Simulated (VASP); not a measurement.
# Ti (P6_3/mmc) in VASP: further runs

The runs below take Ti through single point, relaxation of cell and atoms, with PBEsol.

Everything below comes from runs of VASP 6.6.1. Logs are shortened: lines on timing, memory, paths and dates and some standing lists are left out, and cuts for length are marked.

## Step 1: The cell of the first run

It takes space group P6_3/mmc (No. 194, hexagonal). Conventional cell: a = 2.900 Å, b = 2.900 Å, c = 4.589 Å, α = 90.00°, β = 90.00°, γ = 120.00°. Ti (site symmetry -6m2) has 12 Ti at 2.84 to 2.90 Å within 3.7 Å.

## Step 2: Single point, PBEsol

Contents of INCAR:

```
SYSTEM = Ti
  PREC = Accurate
  ENCUT = 520
  EDIFF = 1E-6
  ISMEAR = 0
  SIGMA = 0.05
  LREAL = .FALSE.
  LASPH = .TRUE.
  NELM = 100
  ALGO = Normal
  ISIF = 2
  LWAVE = .FALSE.
  LCHARG = .TRUE.
  GGA = PS
  LELF = .TRUE.
  LVHAR = .TRUE.
  NBANDS = 19
```

Contents of KPOINTS:

```
regular mesh
0
G
  16 16 10
  0 0 0
```

Contents of POSCAR:

```
Ti
1.0
    2.9000953222      0.0000000000      0.0000000000
   -1.4500476611      2.5115562224      0.0000000000
    0.0000000000      0.0000000000      4.5886923311
Ti
2
Direct
    0.3333333333      0.6666666667      0.7500000000
    0.6666666667      0.3333333333      0.2500000000
```

Potentials or basis: VASP PAW PBE potentials, release 64 (Ti_sv).

Launch:

```sh
$ cat potpaw_PBE.64/Ti_sv/POTCAR > POTCAR
$ mpirun -np 1 vasp_std > vasp.out
```

OUTCAR:

```text
SYSTEM = Ti
   PREC = Accurate
   ENCUT = 520
   EDIFF = 1E-6
   ISMEAR = 0
   LREAL = .FALSE.
   LASPH = .TRUE.
   NELM = 100
   ISIF = 2
   GGA = PS

 ion  position               nearest neighbor table
   1  0.333  0.667  0.750-   2 2.84   2 2.84   2 2.84   2 2.84   2 2.84   2 2.84
   2  0.667  0.333  0.250-   1 2.84   1 2.84   1 2.84   1 2.84   1 2.84   1 2.84

  LATTYP: Found a hexagonal cell.
 ALAT       =     2.9000953222
 C/A-ratio  =     1.5822556921

  Lattice vectors:

 A1 = (   2.9000953222,   0.0000000000,   0.0000000000)
 A2 = (  -1.4500476611,   2.5115562224,   0.0000000000)
 A3 = (   0.0000000000,   0.0000000000,   4.5886923311)

Analysis of symmetry for initial positions (statically):
=====================================================================
 Subroutine PRICEL returns:
 Original cell was already a primitive cell.

 Routine SETGRP: Setting up the symmetry group for a
 hexagonal supercell.

 Subroutine GETGRP returns: Found 24 space group operations
 (whereof 12 operations were pure point group operations)
 out of a pool of 24 trial point group operations.

The static configuration has the point symmetry D_3d.
 The point group associated with its full space group is D_6h.

Analysis of symmetry for dynamics (positions and initial velocities):
=====================================================================
 Subroutine PRICEL returns:
 Original cell was already a primitive cell.

 Routine SETGRP: Setting up the symmetry group for a
 hexagonal supercell.

 Subroutine GETGRP returns: Found 24 space group operations
 (whereof 12 operations were pure point group operations)
 out of a pool of 24 trial point group operations.

The dynamic configuration has the point symmetry D_3d.
 The point group associated with its full space group is D_6h.

 Subroutine INISYM returns: Found 24 space group operations
 (whereof 12 operations are pure point group operations),
 and found     1 'primitive' translations

----------------------------------------------------------------------------------------

                                     Primitive cell

  volume of cell :      33.4229

  direct lattice vectors                    reciprocal lattice vectors
     2.900095322  0.000000000  0.000000000     0.344816252  0.199079756  0.000000000
    -1.450047661  2.511556222  0.000000000     0.000000000  0.398159512  0.000000000
     0.000000000  0.000000000  4.588692331     0.000000000  0.000000000  0.217927010

  length of vectors
     2.900095322  2.900095322  4.588692331     0.398159512  0.398159512  0.217927010

  position of ions in fractional coordinates (direct lattice)
     0.333333333  0.666666667  0.750000000
     0.666666667  0.333333333  0.250000000

  ion indices of the primitive-cell ions
   primitive index   ion index
                 1           1
                 2           2

----------------------------------------------------------------------------------------

 KPOINTS: regular mesh

Automatic generation of k-mesh.
 Grid dimensions read from file:
 generate k-points for:   16   16   10

 Generating k-lattice:

  Cartesian coordinates                     Fractional coordinates (reciprocal lattice)
     0.021551016  0.012442485  0.000000000     0.062500000  0.000000000  0.000000000
     0.000000000  0.024884970  0.000000000     0.000000000  0.062500000  0.000000000
     0.000000000  0.000000000  0.021792701     0.000000000  0.000000000  0.100000000

  Length of vectors
     0.024884970  0.024884970  0.021792701

  Shift w.r.t. Gamma in fractional coordinates (k-lattice)
     0.000000000  0.000000000  0.000000000

 Subroutine IBZKPT returns following result:
 ===========================================

 Found    180 irreducible k-points:

 Following reciprocal coordinates:
            Coordinates               Weight
  0.000000  0.000000  0.000000      1.000000
  0.062500 -0.000000  0.000000      6.000000
  0.125000 -0.000000  0.000000      6.000000
  0.187500 -0.000000  0.000000      6.000000
  0.250000 -0.000000  0.000000      6.000000
  0.312500 -0.000000  0.000000      6.000000
[... 16 lines left out ...]
  0.187500  0.187500  0.000000      6.000000
  0.250000  0.187500  0.000000     12.000000
 [... further k-points ...]
   k-points           NKPTS =    180   k-points in BZ     NKDIM =    180   number of bands    NBANDS=     19
   number of dos      NEDOS =    301   number of ions     NIONS =      2
   total plane-waves  NPLWV =  20736
   dimension x,y,z NGX =    24 NGY =   24 NGZ =   36
   dimension x,y,z NGXF=    48 NGYF=   48 NGZF=   72
   ions per type =               2
   NGX,Y,Z   is equivalent  to a cutoff of  13.76, 13.76, 13.04 a.u.
   NGXF,Y,Z  is equivalent  to a cutoff of  27.52, 27.52, 26.09 a.u.
 SYSTEM =  Ti
   PREC   = accura    normal or accurate (medium, high low for compatibility)
   ISTART =      0    job   : 0-new  1-cont  2-samecut
   ICHARG =      2    charge: 1-file 2-atom 10-const
   ISPIN  =      1    spin polarized calculation?
   LNONCOLLINEAR =      F non collinear calculations
   LSORBIT =      F    spin-orbit coupling
   LASPH  =      T    aspherical Exc in radial PAW
   ENCUT  =  520.0 eV  38.22 Ry    6.18 a.u.   5.39  5.39  8.53*2*pi/ulx,y,z
   NELM   =    100;   NELMIN=  2; NELMDL= -5     # of ELM steps
   EDIFF  = 0.1E-05   stopping-criterion for ELM
   LREAL  =      F    real-space projection
   EDIFFG = 0.1E-04   stopping-criterion for IOM
   NSW    =      0    number of steps for IOM
   IBRION =     -1    ionic relax: 0-MD 1-quasi-New 2-CG
   NFREE  =      0    steps in history (QN), initial steepest desc. (CG)
   ISIF   =      2    stress and relaxation
   ISYM   =      2    0-nonsym 1-usesym 2-fastsym
   POTIM  = 0.5000    time-step for ionic-motion
   TEBEG  =    0.0;   TEEND  =   0.0 temperature during run
   PSTRESS=    0.0 pullay stress
   NELECT =      24.0000    total number of electrons
   NUPDOWN=      -1.0000    fix difference up-down
   EMIN   =  10.00;   EMAX   =-10.00  energy-range for DOS
   EFERMI =   0.00;   METHOD = LEGACY
   ISMEAR =     0;   SIGMA  =   0.05  broadening in eV -4-tet -1-fermi 0-gaus
   EFERMI_NEDOS =   21; number of points for ismear=-14 and -15
   IALGO  =     38    algorithm
   IMIX   =      4    mixing-type and parameters
     AMIX     =   0.40;   BMIX     =  1.00
     AMIX_MAG =   1.60;   BMIX_MAG =  1.00
  volume/ion in A,a.u.               =      16.71       112.77
  Fermi-wavevector in a.u.,A,eV,Ry     =   1.465988  2.770316 29.240581  2.149122
  Thomas-Fermi vector in A             =   2.581780
   LORBIT       =      0    0 simple, 1 ext, 2 COOP (PROOUT), +10 PAW based schemes
   GGA     = PS    functional components
   LHFCALC =     F    Hartree Fock is set to
   AEXX    =    0.0000 exact exchange contribution
   IVDW    =     0    specifies the selected vdW correction
   LEPSILON=     F    determine dielectric tensor
   LRPA    =     F    only Hartree local field effects (RPA)
 non-spin polarized calculation
 Gauss-broadening in eV      SIGMA  =   0.05
  energy-cutoff  :      520.00
  volume of cell :       33.42
 maximum number of plane-waves:       929
 NGX is ok and might be reduce to    24
   NGX = 11   NGY = 11   NGZ = 17

 number of electron      23.9999999 magnetization

 Free energy of the ion-electron system (eV)
  ---------------------------------------------------
  ext. energy  EPLUGINS =         0.00000000
  ---------------------------------------------------
  free energy    TOTEN  =       -16.68003789 eV

  energy without entropy =      -16.67738923  energy(sigma->0) =      -16.67871356

 E-fermi :   8.6329     XC(G=0): -11.8207

 val. band max:        8.6271011477   @ k =   0.0625  -0.0000   0.5000
 cond. band min:       8.6386186275   @ k =   0.3125   0.3125   0.3000
 fundamental gap:      0.0115174798
 Fermi energy:         8.6329199453

 k-point     1 :       0.0000    0.0000    0.0000
  band No.  band energies     occupation
      1     -47.9434      2.00000
      2     -47.7796      2.00000
      3     -24.6859      2.00000
      4     -23.9483      2.00000
      5     -23.9483      2.00000
      6     -23.8707      2.00000
[... 11 lines left out ...]
     18      10.3015      0.00000
     19      11.9299      0.00000

 k-point     2 :       0.0625   -0.0000    0.0000
  band No.  band energies     occupation
      1     -47.9388      2.00000
      2     -47.7778      2.00000
      3     -24.6760      2.00000
      4     -23.9686      2.00000
      5     -23.9551      2.00000
      6     -23.8749      2.00000
[... 11 lines left out ...]
     18      10.2355      0.00000
     19      11.9661      0.00000

 k-point     3 :       0.1250   -0.0000    0.0000
  band No.  band energies     occupation
      1     -47.9255      2.00000
      2     -47.7728      2.00000
      3     -24.6471      2.00000
      4     -24.0267      2.00000
      5     -23.9741      2.00000
      6     -23.9139      2.00000
[... 11 lines left out ...]
     18      10.2322      0.00000
     19      12.0533      0.00000

 k-point     4 :       0.1875   -0.0000    0.0000
  band No.  band energies     occupation
      1     -47.9052      2.00000
      2     -47.7657      2.00000
      3     -24.6016      2.00000
      4     -24.1144      2.00000
      5     -24.0017      2.00000
      6     -24.0012      2.00000
[... 11 lines left out ...]
     18      10.5654      0.00000
     19      12.1534      0.00000

 k-point     5 :       0.2500   -0.0000    0.0000
  band No.  band energies     occupation
      1     -47.8802      2.00000
      2     -47.7582      2.00000
      3     -24.5431      2.00000
      4     -24.2185      2.00000
      5     -24.1010      2.00000
      6     -24.0332      2.00000
[... 11 lines left out ...]
     18      10.9860      0.00000
     19      12.2413      0.00000

 k-point     6 :       0.3125   -0.0000    0.0000
  band No.  band energies     occupation
      1     -47.8537      2.00000
      2     -47.7523      2.00000
      3     -24.4771      2.00000
      4     -24.3232      2.00000
      5     -24.1979      2.00000
      6     -24.0638      2.00000
[... 11 lines left out ...]
     18      11.4466      0.00000
     19      12.3074      0.00000

 k-point     7 :       0.3750   -0.0000    0.0000
  band No.  band energies     occupation
      1     -47.8290      2.00000
      2     -47.7492      2.00000
      3     -24.4121      2.00000
      4     -24.4108      2.00000
      5     -24.2780      2.00000
      6     -24.0892      2.00000
[... 11 lines left out ...]
     18      11.8905      0.00000
     19      12.3512      0.00000

 k-point     8 :       0.4375   -0.0000    0.0000
  band No.  band energies     occupation
      1     -47.8105      2.00000
      2     -47.7493      2.00000
      3     -24.4715      2.00000
      4     -24.3562      2.00000
      5     -24.3307      2.00000
      6     -24.1059      2.00000
[... 256 lines left out ...]
 k-point    20 :       0.3125    0.1250    0.0000
  band No.  band energies     occupation
      1     -47.8216      2.00000
      2     -47.7488      2.00000
      3     -24.3954      2.00000
      4     -24.3899      2.00000
      5     -24.2843      2.00000
      6     -24.1143      2.00000
[... 11 lines left out ...]
     18      12.2548      0.00000
     19      12.5013      0.00000

 k-point    21 :       0.3750    0.1250    0.0000
  band No.  band energies     occupation
      1     -47.8035      2.00000
      2     -47.7498      2.00000
      3     -24.4496      2.00000
      4     -24.3349      2.00000
      5     -24.3161      2.00000
      6     -24.1440      2.00000
[... 11 lines left out ...]
     18      12.2683      0.00000
     19      13.0800      0.00000

 k-point    22 :       0.4375    0.1250    0.0000
  band No.  band energies     occupation
      1     -47.7962      2.00000
      2     -47.7510      2.00000
      3     -24.4686      2.00000
      4     -24.3271      2.00000
      5     -24.3108      2.00000
      6     -24.1545      2.00000
[... 11 lines left out ...]
     18      12.2725      0.00000
     19      13.4782      0.00000

 k-point    23 :       0.1875    0.1875    0.0000
  band No.  band energies     occupation
      1     -47.8474      2.00000
      2     -47.7511      2.00000
      3     -24.4609      2.00000
      4     -24.2675      2.00000
      5     -24.2604      2.00000
      6     -24.0579      2.00000
[... 11 lines left out ...]
     18      11.9265      0.00000
     19      12.1931      0.00000

 k-point    24 :       0.2500    0.1875    0.0000
  band No.  band energies     occupation
      1     -47.8241      2.00000
      2     -47.7488      2.00000
      3     -24.3974      2.00000
      4     -24.3466      2.00000
      5     -24.2911      2.00000
      6     -24.1069      2.00000
[... 11 lines left out ...]
     18      12.1906      0.00000
     19      12.5165      0.00000

 [... further k-points ...]

------------------------ aborting loop because EDIFF is reached ----------------------------------------

  FORCE on cell =-STRESS in cart. coord.  units (eV):
  Direction    XX          YY          ZZ          XY          YZ          ZX
  --------------------------------------------------------------------------------------
  -------------------------------------------------------------------------------------
  Total       -0.0411311     -0.0411311     -0.0567230      0.0000000      0.0000000      0.0000000
  in kB       -1.9716798     -1.9716798     -2.7191028      0.0000000      0.0000000      0.0000000
  external PRESSURE =      -2.2208208 kB  Pullay stress =       0.0000000 kB

 VOLUME and BASIS-vectors are now :
 -----------------------------------------------------------------------------
  energy-cutoff  :      520.00
  volume of cell :       33.42
      direct lattice vectors                 reciprocal lattice vectors
     2.900095322  0.000000000  0.000000000     0.344816252  0.199079756  0.000000000
    -1.450047661  2.511556222  0.000000000     0.000000000  0.398159512  0.000000000
     0.000000000  0.000000000  4.588692331     0.000000000  0.000000000  0.217927010

 POSITION                                       TOTAL-FORCE (eV/Angst)
 -----------------------------------------------------------------------------------
     -0.00000      1.67437      3.44152         0.000000      0.000000      0.000000
      1.45005      0.83719      1.14717        -0.000000     -0.000000      0.000000
 -----------------------------------------------------------------------------------
    total drift:                                0.000000     -0.000000      0.000000

  FREE ENERGIE OF THE ION-ELECTRON SYSTEM (eV)
  ---------------------------------------------------
  free  energy   TOTEN  =       -16.6800378897 eV

  energy  without entropy=      -16.6773892256  energy(sigma->0) =      -16.67871356
```

It took 57 s on 1 thread of AMD EPYC 9R45 (Zen 5), shared host; peak memory 0.19 GiB.

What came out:

* Free energy: -16.6800 eV
* Pressure: -0.2 GPa
* Band gap on the k mesh: zero (bands 12 and 13 overlap by 1.08 eV)

Levels at points of the mesh, in eV from the Fermi level:
| k point | band 10 | band 11 | band 12 | band 13 | band 14 | band 15 |
| --- | --- | --- | --- | --- | --- | --- |
| (0.00, 0.00, 0.00) | -2.80 | 0.78 | 0.78 | 0.89 | 0.91 | 1.31 |
| (0.50, 0.00, 0.00) | -2.29 | -1.96 | -0.59 | 0.46 | 0.65 | 1.23 |
| (0.00, 0.00, 0.50) | -4.40 | 0.08 | 0.08 | 0.68 | 0.68 | 0.68 |
| (0.50, 0.00, 0.50) | -2.67 | -0.87 | -0.87 | 1.43 | 1.43 | 1.78 |

Caveat: the PAW data sets were made with another functional, which shifts forces and pressure a little.

## Step 3: Single point, PBEsol

Contents of INCAR:

```
ALGO = Normal ; EDIFF = 1E-6
ENCUT = 520 ; GGA = PS
ISIF = 2 ; ISMEAR = 0
LASPH = T ; LCHARG = T
LELF = T ; LREAL = F
LVHAR = T ; LWAVE = F
NBANDS = 19 ; NELM = 100
PREC = Accurate ; SIGMA = 0.05
```

Contents of KPOINTS:

```
k-points
0
Gamma
  16 16 10
```

POSCAR is that of step 2.

Potentials or basis: VASP PAW PBE potentials, release 64 (Ti_sv).

Launch:

```sh
$ cat potpaw_PBE.64/Ti_sv/POTCAR > POTCAR
$ mpirun -np 1 vasp_std > vasp.out
```

It took 55 s on 1 thread of AMD EPYC 9R45 (Zen 5), shared host; peak memory 0.19 GiB.

Results (log left out):

```yaml
Free_energy: -16.6800 eV
Pressure: -0.2 GPa
Band_gap_on_the_k_mesh: zero (bands 12 and 13 overlap by 1.08 eV)
```

Levels at points of the mesh, in eV from the Fermi level:
```csv
k point,band 9,band 10,band 11,band 12,band 13,band 14,band 15,band 16
"(0.00, 0.00, 0.00)",-6.31,-2.80,0.78,0.78,0.89,0.91,1.31,1.31
"(0.50, 0.00, 0.00)",-2.41,-2.29,-1.96,-0.59,0.46,0.65,1.23,3.51
"(0.00, 0.00, 0.50)",-4.40,-4.40,0.08,0.08,0.68,0.68,0.68,0.68
"(0.50, 0.00, 0.50)",-2.67,-2.67,-0.87,-0.87,1.43,1.43,1.78,1.78
```

Caveat: the PAW data sets were made with another functional, which shifts forces and pressure a little.

## Step 4: Relaxation of cell and atoms, PBEsol

This run uses another cell than the first one, of 17.65 Å³/atom.

Contents of INCAR:

```
  ALGO = Normal
  EDIFF = 1E-7
  EDIFFG = -0.01
  ENCUT = 600
  GGA = PS
  IBRION = 2
  ISIF = 3
  ISMEAR = 0
  LASPH = True
  LCHARG = False
  LREAL = False
  LWAVE = False
  NELM = 60
  NSW = 80
  PREC = Accurate
  SIGMA = 0.05
```

KPOINTS is that of step 3.

Contents of POSCAR:

```
Ti
1.0
    2.9500000000      0.0000000000      0.0000000000
   -1.4750000000      2.5547749412      0.0000000000
    0.0000000000      0.0000000000      4.6846000000
Ti
2
Direct
    0.3333333333      0.6666666667      0.7500000000
    0.6666666667      0.3333333333      0.2500000000
```

Launch:

```sh
$ cat potpaw_PBE.64/Ti_sv/POTCAR > POTCAR
$ mpirun -np 1 vasp_std > vasp.out
```

Run time: 6.1 min. Hardware: 1 thread of AMD EPYC 9R45 (Zen 5), shared host; peak memory 0.21 GiB.

It converged, with:

| Property | Result |
| --- | --- |
| Free energy | -16.6805 eV |
| Relaxed volume | 16.67 Å³/atom |
| Relaxed cell | a = 2.898 Å, b = 2.898 Å, c = 4.584 Å, α = 90.00°, β = 90.00°, γ = 120.00° |
| Space group after relaxing (to 0.1 Å) | P6_3/mmc (No. 194) |
| Energy gained by relaxing | 19.5 meV/atom |
| Ionic steps | 10 |
| Pressure after relaxing | 0.0 GPa |
| Band gap on the k mesh | zero (bands 12 and 13 overlap by 1.08 eV) |

The path:
```tsv
step	energy change (eV)	largest force (eV/Å)	pressure (GPa)	volume (Å³)
1	0.0000	0.0000	-6.09	35.31
2	-0.0173	0.0000	5.28	31.98
3	-0.0391	0.0000	-0.03	33.35
4	-0.0390	0.0000	0.11	33.31
5	-0.0391	0.0000	-0.06	33.36
6	-0.0391	0.0000	-0.07	33.36
7	-0.0391	0.0000	-0.04	33.36
8	-0.0391	0.0000	-0.03	33.36
9	-0.0391	0.0000	-0.05	33.36
10	-0.0391	0.0000	-0.01	33.35
```

Final structure:
```
Ti
1.0
     2.89827    0.00000    0.00000
    -1.44914    2.50998    0.00000
     0.00000    0.00000    4.58440
Ti
2
Direct
  0.33333 0.66667 0.75000
  0.66667 0.33333 0.25000
```

Levels at points of the mesh, in eV from the Fermi level:
```
           k point  band 10  band 11  band 12  band 13  band 14  band 15
(0.00, 0.00, 0.00)    -2.81     0.78     0.78     0.90     0.92     1.32
(0.50, 0.00, 0.00)    -2.30    -1.97    -0.59     0.46     0.65     1.23
(0.00, 0.00, 0.50)    -4.40     0.08     0.08     0.68     0.68     0.68
(0.50, 0.00, 0.50)    -2.67    -0.87    -0.87     1.43     1.43     1.79
```

Caveat: the PAW data sets were made with another functional, which shifts forces and pressure a little.
